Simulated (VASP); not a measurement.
The system is Ti2C.

```
Ti C
1.0
     1.54070    0.88952    4.81377
    -1.54070    0.88952    4.81377
     0.00000   -1.77905    4.81377
Ti C
2 1
Direct
  0.24550 0.24550 0.24550
  0.75450 0.75450 0.75450
  0.50000 0.50000 0.50000
```

Base run:

```yaml
Program: VASP 6.6.1
Functional: PBEsol
Potentials_or_basis: VASP PAW PBE potentials, release 64 (Ti_sv, C)
Cutoff: 520 eV
k_mesh: 18 × 18 × 18
Occupations: gaussian, width 0.1 eV
Spin: no spin polarisation
```

Its results: band gap on the k mesh zero (bands 14 and 15 overlap by 0.96 eV); pressure -4.5 GPa; largest force 0.175 eV/Å.

Task: The run is repeated on the same cell with these changes: k mesh from 18 × 18 × 18 to 1 × 1 × 1. What comes out?

Result: Band gap on the k mesh zero (filled and empty bands touch); pressure 8.0 GPa; largest force 7.077 eV/Å.

Caveats: some runs use coarse meshes; the PAW data sets were made with another functional, which shifts forces and pressure a little; the cell stands under tension (at least some runs).
